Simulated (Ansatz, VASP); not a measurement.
**Sc: VASP beside Ansatz**

The input INCAR:

```
SYSTEM = Sc
ALGO = Fast ; EDIFF = 1E-6
ENCUT = 520 ; GGA = PS
ISIF = 2 ; ISMEAR = 0
LASPH = .True. ; LCHARG = .True.
LELF = .True. ; LREAL = .False.
LVHAR = .True. ; LWAVE = .False.
NBANDS = 12 ; NELM = 100
PREC = Accurate ; SIGMA = 0.15
```

KPOINTS

```
k-points
0
Gamma
  18 18 18
  0 0 0
```

POSCAR

```
Sc
1.0
    0.0000000000      2.2705000000      2.3386150000
    2.2705000000      0.0000000000      2.3386150000
    2.2705000000      2.2705000000      0.0000000000
Sc
1
Direct
    0.0000000000      0.0000000000      0.0000000000
```

Input for Ansatz:

```yaml
crystal:
  lattice:
    - [0.0, 2.2705, 2.338615]
    - [2.2705, 0.0, 2.338615]
    - [2.2705, 2.2705, 0.0]
  atoms:
    - { symbol: Sc, position: [0.0, 0.0, 0.0] }
basis:
  ecutwfc: 420
kpoints:
  mp_grid: { grid: [18, 18, 18] }
hamiltonian:
  xc: pbesol
scf:
  occupations: { method: gaussian, width: 0.15 }
output:
  forces: true
  stress: true
  eigenvalues: true
```

Change from the starting cell: strain +0.000 along x and y, +0.030 along z, atoms carried along.

Alike in both runs: task single point; functional PBEsol; k mesh 18 × 18 × 18; occupations gaussian, width 0.15 eV; no spin polarisation.

|  | VASP | Ansatz |
| --- | --- | --- |
| version | VASP 6.6.1 | Ansatz 0.2.0 |
| potentials or method | VASP PAW PBE potentials, release 64 (Sc_sv), cutoff 520 eV | scalar-relativistic, plane waves, PAW |
| valence electrons in the cell | 11 | 11 |

|  | VASP | Ansatz | Ansatz less VASP |
| --- | --- | --- | --- |
| gap on the k mesh at the Fermi level (eV) | none | none | - |
| pressure (GPa) | -1.2 | -1.1 | +0.07 |
| traceless stress, the component that is largest in VASP (GPa) | -0.61 | -0.61 | +0.001 |

VASP's potentials were made for PBE, not for PBEsol. A gap of «none» marks a metal or a gap that the smearing closes. With one functional, cell and mesh, what is left measures potentials, basis and numerics.
